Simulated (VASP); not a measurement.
# CuI (F-43m) in VASP: further runs

Aim: see how the results for CuI move with the level of theory and the settings. Levels: PBE-based screened hybrid with 40 % exact exchange, PBE-based screened hybrid with 100 % exact exchange, PBE-based screened hybrid with 5 % exact exchange. Tasks: single point.

Everything below comes from runs of VASP 6.6.1. Logs are shortened: lines on timing, memory, paths and dates and some standing lists are left out, and cuts for length are marked.

## Step 1: The cell of the first run

It takes space group F-43m (No. 216, cubic). Conventional cell: a = 6.024 Å, b = 6.024 Å, c = 6.024 Å, α = 90.00°, β = 90.00°, γ = 90.00°. Within 3.4 Å of Cu (site symmetry -43m) lie 4 I at 2.61 Å. Within 3.4 Å of I (site symmetry -43m) lie 4 Cu at 2.61 Å.

## Step 2: Single point, PBE-based screened hybrid with 40 % exact exchange

POSCAR

```
CuI
1.0
    0.0000000000      3.0120429050      3.0120429050
    3.0120429050      0.0000000000      3.0120429050
    3.0120429050      3.0120429050      0.0000000000
Cu I
1 1
Direct
    0.2500000000      0.2500000000      0.2500000000
    0.0000000000      0.0000000000      0.0000000000
```

INCAR.step1

```
PREC = Accurate
ENCUT = 520
EDIFF = 1E-5
ISMEAR = 0
SIGMA = 0.01
LREAL = F
LASPH = T
NELM = 60
ALGO = Normal
ISIF = 2
LWAVE = T
LCHARG = F
GGA = PE
NBANDS = 16
```

INCAR.step2

```
PREC = Accurate
ENCUT = 520
EDIFF = 1E-6
ISMEAR = 0
SIGMA = 0.01
LREAL = F
LASPH = T
NELM = 60
ALGO = Normal
ISIF = 2
LWAVE = F
LCHARG = F
GGA = PE
LHFCALC = T
AEXX = 0.4
HFSCREEN = 0.2078
PRECFOCK = Normal
ISTART = 1
NBANDS = 16
```

KPOINTS

```
regular mesh
0
Gamma
  4 4 4
```

Potentials or basis: VASP PAW PBE potentials, release 64 (Cu, I).

Run with:

```sh
> cat potpaw_PBE.64/Cu/POTCAR potpaw_PBE.64/I/POTCAR > POTCAR
> cp INCAR.step1 INCAR
> mpirun -np 1 vasp_std > vasp.out
> cp INCAR.step2 INCAR
> mpirun -np 1 vasp_std > vasp.out
```

OUTCAR:

```text
PREC = Accurate
   ENCUT = 520
   EDIFF = 1E-6
   ISMEAR = 0
   LREAL = F
   LASPH = T
   NELM = 60
   ISIF = 2
   GGA = PE
   LHFCALC = T
   AEXX = 0.4
   HFSCREEN = 0.2078
   PRECFOCK = Normal
   ISTART = 1

 ion  position               nearest neighbor table
   1  0.250  0.250  0.250-   2 2.61   2 2.61   2 2.61   2 2.61
   2  0.000  0.000  0.000-   1 2.61   1 2.61   1 2.61   1 2.61

  LATTYP: Found a face centered cubic cell.
 ALAT       =     6.0240858100

  Lattice vectors:

 A1 = (   0.0000000000,   3.0120429050,   3.0120429050)
 A2 = (   3.0120429050,   0.0000000000,   3.0120429050)
 A3 = (   3.0120429050,   3.0120429050,   0.0000000000)

Analysis of symmetry for initial positions (statically):
=====================================================================
 Subroutine PRICEL returns:
 Original cell was already a primitive cell.

 Routine SETGRP: Setting up the symmetry group for a
 face centered cubic supercell.

 Subroutine GETGRP returns: Found 24 space group operations
 (whereof 24 operations were pure point group operations)
 out of a pool of 48 trial point group operations.

The static configuration has the point symmetry T_d .

Analysis of symmetry for dynamics (positions and initial velocities):
=====================================================================
 Subroutine PRICEL returns:
 Original cell was already a primitive cell.

 Routine SETGRP: Setting up the symmetry group for a
 face centered cubic supercell.

 Subroutine GETGRP returns: Found 24 space group operations
 (whereof 24 operations were pure point group operations)
 out of a pool of 48 trial point group operations.

The dynamic configuration has the point symmetry T_d .

 Subroutine INISYM returns: Found 24 space group operations
 (whereof 24 operations are pure point group operations),
 and found     1 'primitive' translations

----------------------------------------------------------------------------------------

                                     Primitive cell

  volume of cell :      54.6529

  direct lattice vectors                    reciprocal lattice vectors
     0.000000000  3.012042905  3.012042905    -0.166000291  0.166000291  0.166000291
     3.012042905  0.000000000  3.012042905     0.166000291 -0.166000291  0.166000291
     3.012042905  3.012042905  0.000000000     0.166000291  0.166000291 -0.166000291

  length of vectors
     4.259671927  4.259671927  4.259671927     0.287520939  0.287520939  0.287520939

  position of ions in fractional coordinates (direct lattice)
     0.250000000  0.250000000  0.250000000
     0.000000000  0.000000000  0.000000000

  ion indices of the primitive-cell ions
   primitive index   ion index
                 1           1
                 2           2

----------------------------------------------------------------------------------------

 KPOINTS: regular mesh

Automatic generation of k-mesh.
 Grid dimensions read from file:
 generate k-points for:    4    4    4

 Generating k-lattice:

  Cartesian coordinates                     Fractional coordinates (reciprocal lattice)
    -0.041500073  0.041500073  0.041500073     0.250000000  0.000000000  0.000000000
     0.041500073 -0.041500073  0.041500073     0.000000000  0.250000000  0.000000000
     0.041500073  0.041500073 -0.041500073     0.000000000  0.000000000  0.250000000

  Length of vectors
     0.071880235  0.071880235  0.071880235

  Shift w.r.t. Gamma in fractional coordinates (k-lattice)
     0.000000000  0.000000000  0.000000000

 Subroutine IBZKPT returns following result:
 ===========================================

 Found      8 irreducible k-points:

 Following reciprocal coordinates:
            Coordinates               Weight
  0.000000  0.000000  0.000000      1.000000
  0.250000  0.000000  0.000000      8.000000
  0.500000  0.000000  0.000000      4.000000
  0.250000  0.250000  0.000000      6.000000
  0.500000  0.250000  0.000000     24.000000
 -0.250000  0.250000  0.000000     12.000000
  0.500000  0.500000  0.000000      3.000000
 -0.250000  0.500000  0.250000      6.000000
   k-points           NKPTS =      8   k-points in BZ     NKDIM =     64   number of bands    NBANDS=     16
   number of dos      NEDOS =    301   number of ions     NIONS =      2
   total plane-waves  NPLWV =  32768
   dimension x,y,z NGX =    32 NGY =   32 NGZ =   32
   dimension x,y,z NGXF=    64 NGYF=   64 NGZF=   64
   ions per type =               1   1
   NGX,Y,Z   is equivalent  to a cutoff of  12.49, 12.49, 12.49 a.u.
   NGXF,Y,Z  is equivalent  to a cutoff of  24.98, 24.98, 24.98 a.u.
 SYSTEM =  unknown system
   PREC   = accura    normal or accurate (medium, high low for compatibility)
   ISTART =      1    job   : 0-new  1-cont  2-samecut
   ICHARG =      0    charge: 1-file 2-atom 10-const
   ISPIN  =      1    spin polarized calculation?
   LNONCOLLINEAR =      F non collinear calculations
   LSORBIT =      F    spin-orbit coupling
   LASPH  =      T    aspherical Exc in radial PAW
   ENCUT  =  520.0 eV  38.22 Ry    6.18 a.u.   7.92  7.92  7.92*2*pi/ulx,y,z
   NELM   =     60;   NELMIN=  2; NELMDL=  0     # of ELM steps
   EDIFF  = 0.1E-05   stopping-criterion for ELM
   LREAL  =      F    real-space projection
   EDIFFG = 0.1E-04   stopping-criterion for IOM
   NSW    =      0    number of steps for IOM
   IBRION =     -1    ionic relax: 0-MD 1-quasi-New 2-CG
   NFREE  =      0    steps in history (QN), initial steepest desc. (CG)
   ISIF   =      2    stress and relaxation
   ISYM   =      3    0-nonsym 1-usesym 2-fastsym
   POTIM  = 0.5000    time-step for ionic-motion
   TEBEG  =    0.0;   TEEND  =   0.0 temperature during run
   PSTRESS=    0.0 pullay stress
   NELECT =      18.0000    total number of electrons
   NUPDOWN=      -1.0000    fix difference up-down
   EMIN   =  10.00;   EMAX   =-10.00  energy-range for DOS
   EFERMI =   0.00;   METHOD = LEGACY
   ISMEAR =     0;   SIGMA  =   0.01  broadening in eV -4-tet -1-fermi 0-gaus
   EFERMI_NEDOS =   21; number of points for ismear=-14 and -15
   IALGO  =     38    algorithm
   IMIX   =      1    mixing-type and parameters
     AMIX     =   0.40;   BMIX     =  1.00
     AMIX_MAG =   1.60;   BMIX_MAG =  1.00
  volume/ion in A,a.u.               =      27.33       184.41
  Fermi-wavevector in a.u.,A,eV,Ry     =   1.130562  2.136453 17.390575  1.278171
  Thomas-Fermi vector in A             =   2.267259
   LORBIT       =      0    0 simple, 1 ext, 2 COOP (PROOUT), +10 PAW based schemes
   GGA     = PE    functional components
   LHFCALC =     T    Hartree Fock is set to
   PRECFOCK=normal    Normal, Fast or Accurate (Low or Medium for compatibility)
   ENCUT4O =  -1.0   cutoff for four orbital integrals eV
   NKREDX  =     1    reduce k-point grid by
   NKREDY  =     1    reduce k-point grid by
   NKREDZ  =     1    reduce k-point grid by
   AEXX    =    0.4000 exact exchange contribution
   HFSCREEN=    0.2078 screening length (either q_TF or 0.3 A-1)
   HFSCREENC=   0.2078 screening length for correlation (either q_TF or 0.3 A-1)
   ENCUTFOCK=  -1.0 apply spherical cutoff to Coloumb kernel
   IVDW    =     0    specifies the selected vdW correction
   LEPSILON=     F    determine dielectric tensor
   LRPA    =     F    only Hartree local field effects (RPA)
 non-spin polarized calculation
 Gauss-broadening in eV      SIGMA  =   0.01
  energy-cutoff  :      520.00
  volume of cell :       54.65
 maximum number of plane-waves:      1480
  NGX = 24; NGY = 24; NGZ = 24

 number of electron      18.0000017 magnetization

 Free energy of the ion-electron system (eV)
  ---------------------------------------------------
  ext. energy  EPLUGINS =         0.00000000
  ---------------------------------------------------
  free energy    TOTEN  =        -7.09088584 eV

  energy without entropy =       -7.09088584  energy(sigma->0) =       -7.09088584

 E-fermi :   3.2140     XC(G=0):  -6.5677

 val. band max:        3.1261675558   @ k =   0.0000   0.0000   0.0000
 cond. band min:       6.6301286294   @ k =   0.0000   0.0000   0.0000
 fundamental gap:      3.5039610737
 Fermi energy:         3.2140212038

 k-point     1 :       0.0000    0.0000    0.0000
  band No.  band energies     occupation
      1     -12.1746      2.00000
      2      -1.2635      2.00000
      3      -1.2635      2.00000
      4      -1.2635      2.00000
      5       0.1187      2.00000
      6       0.1187      2.00000
[... 8 lines left out ...]
     15      15.1569      0.00000
     16      15.1569      0.00000

 k-point     2 :       0.2500    0.0000    0.0000
  band No.  band energies     occupation
      1     -11.8584      2.00000
      2      -1.7864      2.00000
      3      -1.1852      2.00000
      4      -1.1852      2.00000
      5       0.1090      2.00000
      6       0.1090      2.00000
[... 8 lines left out ...]
     15      14.1922      0.00000
     16      14.4805      0.00000

 k-point     3 :       0.5000    0.0000    0.0000
  band No.  band energies     occupation
      1     -11.4954      2.00000
      2      -2.5179      2.00000
      3      -1.1171      2.00000
      4      -1.1171      2.00000
      5       0.1397      2.00000
      6       0.1397      2.00000
[... 8 lines left out ...]
     15      16.6851      0.00000
     16      16.6852      0.00000

 k-point     4 :       0.2500    0.2500    0.0000
  band No.  band energies     occupation
      1     -11.7524      2.00000
      2      -1.8886      2.00000
      3      -1.1316      2.00000
      4      -1.1316      2.00000
      5       0.0355      2.00000
      6       0.1576      2.00000
[... 8 lines left out ...]
     15      15.8233      0.00000
     16      17.7440      0.00000

 k-point     5 :       0.5000    0.2500    0.0000
  band No.  band energies     occupation
      1     -11.3865      2.00000
      2      -2.2397      2.00000
      3      -1.2771      2.00000
      4      -1.0205      2.00000
      5       0.0829      2.00000
      6       0.1527      2.00000
[... 8 lines left out ...]
     15      16.8333      0.00000
     16      17.6406      0.00000

 k-point     6 :      -0.2500    0.2500    0.0000
  band No.  band energies     occupation
      1     -11.5090      2.00000
      2      -2.0002      2.00000
      3      -1.4227      2.00000
      4      -1.0809      2.00000
      5       0.0751      2.00000
      6       0.1250      2.00000
[... 8 lines left out ...]
     15      16.1469      0.00000
     16      17.8862      0.00000

 k-point     7 :       0.5000    0.5000    0.0000
  band No.  band energies     occupation
      1     -11.2654      2.00000
      2      -2.5970      2.00000
      3      -0.8834      2.00000
      4      -0.8834      2.00000
      5       0.1319      2.00000
      6       0.1970      2.00000
[... 8 lines left out ...]
     15      16.9907      0.00000
     16      17.8202      0.00000

 k-point     8 :      -0.2500    0.5000    0.2500
  band No.  band energies     occupation
      1     -11.2613      2.00000
      2      -1.9154      2.00000
      3      -1.7155      2.00000
      4      -0.8739      2.00000
      5       0.0389      2.00000
      6       0.2617      2.00000
[... 8 lines left out ...]
     15      17.5157      0.00000
     16      17.8085      0.00000

------------------------ aborting loop because EDIFF is reached ----------------------------------------

  FORCE on cell =-STRESS in cart. coord.  units (eV):
  Direction    XX          YY          ZZ          XY          YZ          ZX
  --------------------------------------------------------------------------------------
  -------------------------------------------------------------------------------------
  Total        0.5368090      0.5368090      0.5368090      0.0000000      0.0000000      0.0000000
  in kB       15.7368174     15.7368174     15.7368174      0.0000000      0.0000000      0.0000000
  external PRESSURE =      15.7368174 kB  Pullay stress =       0.0000000 kB

 VOLUME and BASIS-vectors are now :
 -----------------------------------------------------------------------------
  energy-cutoff  :      520.00
  volume of cell :       54.65
      direct lattice vectors                 reciprocal lattice vectors
     0.000000000  3.012042905  3.012042905    -0.166000291  0.166000291  0.166000291
     3.012042905  0.000000000  3.012042905     0.166000291 -0.166000291  0.166000291
     3.012042905  3.012042905  0.000000000     0.166000291  0.166000291 -0.166000291

 POSITION                                       TOTAL-FORCE (eV/Angst)
 -----------------------------------------------------------------------------------
      1.50602      1.50602      1.50602        -0.000000     -0.000000      0.000000
      0.00000      0.00000      0.00000         0.000000      0.000000     -0.000000
 -----------------------------------------------------------------------------------
    total drift:                               -0.000238     -0.000182     -0.000147

  FREE ENERGIE OF THE ION-ELECTRON SYSTEM (eV)
  ---------------------------------------------------
  free  energy   TOTEN  =        -7.0908858407 eV

  energy  without entropy=       -7.0908858407  energy(sigma->0) =       -7.09088584
```

Run time: 6.6 min. Hardware: 1 thread of Intel Xeon Platinum 8259CL at 2.50GHz (Skylake/Cascade Lake), shared host; peak memory 0.29 GiB.

What came out:

```yaml
Free_energy: -7.0909 eV
Pressure: 1.6 GPa
Band_gap_on_the_k_mesh: 3.50 eV
```

Caveat: the k points lie up to 0.45 Å⁻¹ apart; the PAW data sets were made with another functional, which shifts forces and pressure a little; spin-orbit coupling is left out, which moves the levels of the heavy elements.

## Step 3: Single point, PBE-based screened hybrid with 100 % exact exchange

POSCAR is that of step 2.

INCAR.step1

```
SYSTEM = CuI
PREC = Accurate
ENCUT = 520
EDIFF = 1E-5
ISMEAR = 0
SIGMA = 0.01
LREAL = .FALSE.
LASPH = .TRUE.
NELM = 80
ALGO = Normal
ISIF = 2
LWAVE = .TRUE.
LCHARG = .FALSE.
GGA = PE
NBANDS = 16
```

INCAR.step2

```
SYSTEM = CuI
PREC = Accurate
ENCUT = 520
EDIFF = 1E-6
ISMEAR = 0
SIGMA = 0.01
LREAL = .FALSE.
LASPH = .TRUE.
NELM = 80
ALGO = Normal
ISIF = 2
LWAVE = .FALSE.
LCHARG = .FALSE.
GGA = PE
LHFCALC = .TRUE.
AEXX = 1.0
HFSCREEN = 0.2078
PRECFOCK = Normal
ISTART = 1
NBANDS = 16
ALDAC = 1.0
AGGAC = 1.0
```

KPOINTS

```
regular mesh
0
G
  4 4 4
  0 0 0
```

Potentials or basis: VASP PAW PBE potentials, release 64 (Cu, I).

Run with:

```sh
> cat potpaw_PBE.64/Cu/POTCAR potpaw_PBE.64/I/POTCAR > POTCAR
> cp INCAR.step1 INCAR
> mpirun -np 1 vasp_std > vasp.out
> cp INCAR.step2 INCAR
> mpirun -np 1 vasp_std > vasp.out
```

Run time: 8.3 min. Hardware: 1 thread of Intel Xeon Platinum 8259CL at 2.50GHz (Skylake/Cascade Lake), shared host; peak memory 0.29 GiB.

It converged, with:

| Quantity | Value |
| --- | --- |
| Free energy | -10.5135 eV |
| Pressure | 2.5 GPa |
| Band gap on the k mesh | 6.94 eV |

Levels at points of the mesh, in eV from the valence-band top:
```
           k point  band 7  band 8  band 9  band 10  band 11  band 12
(0.00, 0.00, 0.00)    0.00    0.00    0.00     6.94    10.56    10.56
(0.50, 0.00, 0.00)   -5.02   -1.01   -1.01     7.92    10.90    10.90
(0.50, 0.50, 0.00)   -4.06   -2.60   -2.60     7.33     8.31    16.00
```

Caveat: the k points lie up to 0.45 Å⁻¹ apart; the PAW data sets were made with another functional, which shifts forces and pressure a little; spin-orbit coupling is left out, which moves the levels of the heavy elements.

## Step 4: Single point, PBE-based screened hybrid with 5 % exact exchange

POSCAR is that of step 3.

Edit INCAR.step1 of step 3 so:

```diff
@@ -8,3 +8,3 @@
 LASPH = .TRUE.
-NELM = 80
+NELM = 100
 ALGO = Normal
@@ -13,3 +13,3 @@
 LCHARG = .FALSE.
+NBANDS = 16
 GGA = PE
-NBANDS = 16
```

INCAR.step2

```
SYSTEM = CuI
PREC = Accurate
ENCUT = 520
EDIFF = 1E-7
ISMEAR = 0
SIGMA = 0.01
LREAL = .FALSE.
LASPH = .TRUE.
NELM = 100
ALGO = Normal
ISIF = 2
LWAVE = .FALSE.
LCHARG = .FALSE.
GGA = PE
LHFCALC = .TRUE.
AEXX = 0.05
HFSCREEN = 0.1
PRECFOCK = Normal
NBANDS = 16
ISTART = 1
```

KPOINTS is that of step 3.

Run with:

```sh
> cat potpaw_PBE.64/Cu/POTCAR potpaw_PBE.64/I/POTCAR > POTCAR
> cp INCAR.step1 INCAR
> mpirun -np 1 vasp_std > vasp.out
> cp INCAR.step2 INCAR
> mpirun -np 1 vasp_std > vasp.out
```

Wall time 6.6 min (1 thread of Intel Xeon Platinum 8259CL at 2.50GHz (Skylake/Cascade Lake), shared host); peak memory 0.29 GiB.

Results (log left out):

| Quantity | Value |
| --- | --- |
| Free energy | -5.7368 eV |
| Pressure | 1.4 GPa |
| Band gap on the k mesh | 1.54 eV |

Levels at points of the mesh, in eV from the valence-band top:
```csv
k point,band 7,band 8,band 9,band 10,band 11,band 12
"(0.00, 0.00, 0.00)",0.00,0.00,0.00,1.54,5.20,5.20
"(0.50, 0.00, 0.00)",-1.98,-0.77,-0.77,2.52,5.74,5.74
"(0.50, 0.50, 0.00)",-1.97,-1.66,-1.66,2.97,3.23,9.74
```

Caveat: the k points lie up to 0.45 Å⁻¹ apart; the PAW data sets were made with another functional, which shifts forces and pressure a little; spin-orbit coupling is left out, which moves the levels of the heavy elements.

## Step 5: Summary

```csv
level,share of exact exchange,screening parameter,gap on the mesh (eV),pressure (GPa)
PBE-based screened hybrid with 40 % exact exchange,0.4,0.2078 1/Å,3.50,1.6
PBE-based screened hybrid with 100 % exact exchange,1,0.2078 1/Å,6.94,2.5
PBE-based screened hybrid with 5 % exact exchange,0.05,0.1 1/Å,1.54,1.4
```

Alike in all rows: task single point; potentials or basis VASP PAW PBE potentials, release 64 (Cu, I); no spin polarisation; cell as given; k mesh 4 × 4 × 4; cutoff (eV) 520; smearing gaussian 0.01 eV.

Caveats: all runs use coarse meshes; the PAW data sets were made with another functional, which shifts forces and pressure a little; spin-orbit coupling is left out, which moves the levels of the heavy elements.

Total energies depend on the potentials used, so only differences within one code and one set of settings carry meaning.
